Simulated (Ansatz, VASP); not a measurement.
## BiTe: VASP beside Ansatz

INCAR

```
PREC = Accurate
ENCUT = 520
EDIFF = 1E-7
ISMEAR = 0
SIGMA = 0.15
LREAL = False
LASPH = True
NELM = 100
ALGO = Normal
ISIF = 2
LWAVE = False
LCHARG = False
GGA = PS
NBANDS = 18
```

Contents of KPOINTS:

```
Automatic mesh
0
Gamma
  18 18 18
```

POSCAR

```
BiTe
1.0
    2.5328058705      1.4623161511      2.8670274558
   -2.5328058705      1.4623161511      2.8670274558
    0.0000000000     -2.9246323023      2.8670274558
Bi Te
1 1
Direct
    0.5000000000      0.5000000000      0.5000000000
    0.0000000000      0.0000000000      0.0000000000
```

Input for Ansatz:

```yaml
crystal:
  lattice:
    - [2.5328058705, 1.4623161511, 2.8670274558]
    - [-2.5328058705, 1.4623161511, 2.8670274558]
    - [0.0, -2.9246323023, 2.8670274558]
  atoms:
    - { symbol: Bi, position: [0.5, 0.5, 0.5] }
    - { symbol: Te, position: [0.0, 0.0, 0.0] }
basis:
  ecutwfc: 420
kpoints:
  mp_grid: { grid: [18, 18, 18] }
hamiltonian:
  xc: pbesol
scf:
  occupations: { method: gaussian, width: 0.15 }
output:
  forces: true
  stress: true
  eigenvalues: true
```

Alike in both runs: task single point; functional PBEsol; k mesh 18 × 18 × 18; occupations gaussian, width 0.15 eV; no spin polarisation.

```csv
,VASP,Ansatz
version,VASP 6.6.1,Ansatz 0.2.0
potentials or method,"VASP PAW PBE potentials, release 64 (Bi_d, Te), cutoff 520 eV","scalar-relativistic, plane waves, PAW"
valence electrons in the cell,21,31
```

```csv
,VASP,Ansatz,Ansatz less VASP
gap on the k mesh at the Fermi level (eV),none,none,-
pressure (GPa),-2.2,-2.2,+0.02
"traceless stress, the component that is largest in VASP (GPa)",2.63,2.64,+0.005
```

VASP's potentials were made for PBE, not for PBEsol. A gap of «none» marks a metal or a gap that the smearing closes. With one functional, cell and mesh, what is left measures potentials, basis and numerics. VASP's potentials hold 21 valence electrons a cell and Ansatz's 31, so a difference there can come from the potentials and not from the codes.

Spin-orbit coupling is off throughout.
